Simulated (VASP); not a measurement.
# Hg: single point with LDA

Crystal: Hg.

```
CELL_PARAMETERS angstrom
1.71002 0.96422 2.23400
-1.74998 1.03342 2.23400
0.03995 -1.99763 2.23400
ATOMIC_POSITIONS crystal
Hg 0.00000 0.00000 0.00000
```

This cell differs from its parent crystal: strain -0.0400 x Voigt [0, 0, 0, 0, 0, 1].

- Program: VASP 6.6.1
- Task: single point
- Functional: LDA
- Potentials or basis: VASP PAW LDA potentials, release 64 (Hg)
- Cutoff: 520 eV
- k mesh: 18 × 18 × 18
- Occupations: gaussian, width 0.15 eV
- Spin: no spin polarisation

```json
{
  "Pressure": "-1.1 GPa",
  "Band gap on the k mesh": "zero (bands 6 and 7 overlap by 3.43 eV)"
}
```

Stress tensor (GPa, compression positive):
```
-0.69  0.20  0.12
 0.20 -0.67  0.05
 0.12  0.05 -1.81
```

Levels at points of the mesh, in eV from the Fermi level:
```csv
k point,band 2,band 3,band 4,band 5,band 6,band 7,band 8,band 9,band 10,band 11
"(0.00, 0.00, 0.00)",-7.81,-7.76,-6.48,-6.31,-6.25,11.85,12.46,13.12,17.03,18.27
"(0.50, 0.00, 0.00)",-7.84,-6.44,-6.33,-5.92,-2.04,-1.99,11.97,12.12,17.10,17.33
"(0.00, 0.50, 0.00)",-7.77,-6.51,-6.35,-5.96,-2.42,-2.21,12.74,13.10,17.07,18.03
"(0.50, 0.50, 0.00)",-8.10,-6.21,-5.98,-5.48,-0.24,0.77,4.67,9.93,10.13,15.51
"(0.00, 0.00, 0.50)",-7.80,-6.47,-6.36,-5.93,-2.21,-2.13,12.36,12.61,17.19,17.57
"(0.50, 0.00, 0.50)",-8.13,-6.22,-6.03,-5.47,-0.37,0.66,5.11,9.79,10.55,15.39
"(0.00, 0.50, 0.50)",-8.07,-6.17,-5.96,-5.48,-0.11,0.86,4.22,9.73,10.08,15.64
"(0.50, 0.50, 0.50)",-7.47,-7.29,-5.60,-5.55,-0.29,1.26,8.96,9.58,11.17,14.77
```

It took 5.7 min on 1 thread of AMD EPYC 9R45 96-Core Processor (Zen 5), on a shared host, peak memory 0.76 GiB.

Caveat: the cell differs from its parent crystal (strain -0.0400 x Voigt [0, 0, 0, 0, 0, 1]); spin-orbit coupling is left out, which moves the levels of the heavy elements.
